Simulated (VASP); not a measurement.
# Y (Im-3m) in VASP: notebook, part 2 of 2

VASP 6.6.1. The steps go on from the part before.

### 4 Single point, PBE (volume scaled by 0.45)

INCAR

```
ALGO = Normal
EDIFF = 1E-7
ENCUT = 520
GGA = PE
ISIF = 2
ISMEAR = -1
LASPH = True
LCHARG = True
LELF = True
LREAL = False
LVHAR = True
LWAVE = False
NBANDS = 12
NELM = 100
PREC = Accurate
SIGMA = 0.08
```

KPOINTS

```
k-points
0
Gamma
  13 13 13
```

POSCAR

```
Y
1.0
   -1.5492504214      1.5492504214      1.5492504214
    1.5492504214     -1.5492504214      1.5492504214
    1.5492504214      1.5492504214     -1.5492504214
Y
1
Direct
    0.0000000000      0.0000000000      0.0000000000
```

Potentials or basis: VASP PAW PBE potentials, release 64 (Y_sv).

Launch:

```bash
$ cat potpaw_PBE.64/Y_sv/POTCAR > POTCAR
$ mpirun -np 1 vasp_std > vasp.out
```

OUTCAR:

```text
EDIFF = 1E-7
   ENCUT = 520
   GGA = PE
   ISIF = 2
   ISMEAR = -1
   LASPH = True
   LREAL = False
   NELM = 100
   PREC = Accurate

 ion  position               nearest neighbor table
   1  0.000  0.000  0.000-

  LATTYP: Found a body centered cubic cell.
 ALAT       =     3.0985008428

  Lattice vectors:

 A1 = (  -1.5492504214,   1.5492504214,   1.5492504214)
 A2 = (   1.5492504214,  -1.5492504214,   1.5492504214)
 A3 = (   1.5492504214,   1.5492504214,  -1.5492504214)

Analysis of symmetry for initial positions (statically):
=====================================================================
 Subroutine PRICEL returns:
 Original cell was already a primitive cell.

 Routine SETGRP: Setting up the symmetry group for a
 body centered cubic supercell.

 Subroutine GETGRP returns: Found 48 space group operations
 (whereof 48 operations were pure point group operations)
 out of a pool of 48 trial point group operations.

The static configuration has the point symmetry O_h .

Analysis of symmetry for dynamics (positions and initial velocities):
=====================================================================
 Subroutine PRICEL returns:
 Original cell was already a primitive cell.

 Routine SETGRP: Setting up the symmetry group for a
 body centered cubic supercell.

 Subroutine GETGRP returns: Found 48 space group operations
 (whereof 48 operations were pure point group operations)
 out of a pool of 48 trial point group operations.

The dynamic configuration has the point symmetry O_h .

 Subroutine INISYM returns: Found 48 space group operations
 (whereof 48 operations are pure point group operations),
 and found     1 'primitive' translations

----------------------------------------------------------------------------------------

                                     Primitive cell
[... 112 lines left out ...]
  Thomas-Fermi vector in A             =   2.594494
   LORBIT       =      0    0 simple, 1 ext, 2 COOP (PROOUT), +10 PAW based schemes
   GGA     = PE    functional components
   LHFCALC =     F    Hartree Fock is set to
   AEXX    =    0.0000 exact exchange contribution
   IVDW    =     0    specifies the selected vdW correction
   LEPSILON=     F    determine dielectric tensor
   LRPA    =     F    only Hartree local field effects (RPA)
 non-spin polarized calculation
  energy-cutoff  :      520.00
  volume of cell :       14.87
 maximum number of plane-waves:       415
   NGX =  9   NGY =  9   NGZ =  9

 number of electron      11.0000001 magnetization

 Free energy of the ion-electron system (eV)
  ---------------------------------------------------
  ext. energy  EPLUGINS =         0.00000000
  ---------------------------------------------------
  free energy    TOTEN  =        -3.10088310 eV

  energy without entropy =       -3.06897820  energy(sigma->0) =       -3.08493065

 E-fermi :   7.8963     XC(G=0): -13.0563

 val. band max:        7.8796089532   @ k =   0.2308   0.2308   0.0000
 cond. band min:       7.9049335724   @ k =  -0.3846   0.4615   0.0769
 fundamental gap:      0.0253246192
 Fermi energy:         7.8962765784

 k-point     1 :       0.0000    0.0000    0.0000
  band No.  band energies     occupation
      1     -34.5277      2.00000
      2     -11.6009      2.00000
      3     -11.6009      2.00000
      4     -11.6009      2.00000
      5       4.1230      2.00000
      6      10.4086      0.00000
      7      10.4086      0.00000
      8      10.4086      0.00000
      9      14.4460      0.00000
     10      14.4460      0.00000
     11      21.3158      0.00000
     12      21.3158      0.00000
[... 331 lines left out ...]
 k-point    24 :       0.2308    0.0769    0.0769
  band No.  band energies     occupation
      1     -33.6128      2.00000
      2     -15.1657      2.00000
      3     -12.7266      2.00000
      4     -11.9951      2.00000
      5       6.3425      2.00000
      6       7.7295      1.77886
      7      10.2907      0.00000
      8      14.5045      0.00000
      9      15.1223      0.00000
     10      17.9174      0.00000
     11      23.6486      0.00000
     12      27.3431      0.00000

 [... further k-points ...]

------------------------ aborting loop because EDIFF is reached ----------------------------------------

  FORCE on cell =-STRESS in cart. coord.  units (eV):
  Direction    XX          YY          ZZ          XY          YZ          ZX
  --------------------------------------------------------------------------------------
  -------------------------------------------------------------------------------------
  Total        9.2187462      9.2187462      9.2187462      0.0000000      0.0000000     -0.0000000
  in kB      993.0190493    993.0190493    993.0190493      0.0000000      0.0000000     -0.0000000
  external PRESSURE =     993.0190493 kB  Pullay stress =       0.0000000 kB

 VOLUME and BASIS-vectors are now :
 -----------------------------------------------------------------------------
  energy-cutoff  :      520.00
  volume of cell :       14.87
      direct lattice vectors                 reciprocal lattice vectors
    -1.549250421  1.549250421  1.549250421     0.000000000  0.322736720  0.322736720
     1.549250421 -1.549250421  1.549250421     0.322736720  0.000000000  0.322736720
     1.549250421  1.549250421 -1.549250421     0.322736720  0.322736720  0.000000000

 POSITION                                       TOTAL-FORCE (eV/Angst)
 -----------------------------------------------------------------------------------
      0.00000      0.00000      0.00000         0.000000     -0.000000      0.000000
 -----------------------------------------------------------------------------------
    total drift:                               -0.000000     -0.000000      0.000000

  FREE ENERGIE OF THE ION-ELECTRON SYSTEM (eV)
  ---------------------------------------------------
  free  energy   TOTEN  =        -3.1008831029 eV

  energy  without entropy=       -3.0689781959  energy(sigma->0) =       -3.08493065
```

OSZICAR:

```text
N       E                     dE             d eps       ncg     rms          rms(c)
DAV:   1     0.318016863632E+02    0.31802E+02   -0.61796E+03  2072   0.930E+02
DAV:   2    -0.204180682878E+01   -0.33843E+02   -0.32401E+02  2424   0.185E+02
DAV:   3    -0.302045854760E+01   -0.97865E+00   -0.96687E+00  2436   0.224E+01
DAV:   4    -0.303598968645E+01   -0.15531E-01   -0.15522E-01  2344   0.259E+00
DAV:   5    -0.303620361449E+01   -0.21393E-03   -0.21392E-03  2392   0.208E-01    0.386E+01
DAV:   6    -0.300655287930E+01    0.29651E-01   -0.25610E-01  2720   0.282E+00    0.226E+01
DAV:   7    -0.309720981740E+01   -0.90657E-01   -0.36904E-01  2800   0.312E+00    0.286E+00
DAV:   8    -0.310122717968E+01   -0.40174E-02   -0.52090E-02  2064   0.194E+00    0.657E-01
DAV:   9    -0.310089110274E+01    0.33608E-03   -0.17543E-03  2324   0.355E-01    0.150E-01
DAV:  10    -0.310088234486E+01    0.87579E-05   -0.17014E-04  2384   0.122E-01    0.203E-02
DAV:  11    -0.310088309220E+01   -0.74734E-06   -0.30862E-06  2732   0.114E-02    0.638E-03
DAV:  12    -0.310088310286E+01   -0.10655E-07   -0.38397E-07  2160   0.549E-03
   1 F= -.31008831E+01 E0= -.30849306E+01  d E =-.319049E-01
```

Run time: 24 s. Hardware: 1 thread of AMD EPYC 7R43 (Zen 3), shared host; peak memory 0.11 GiB.

What came out:

```
Free energy : -3.1009 eV
Pressure    : 99.3 GPa
```
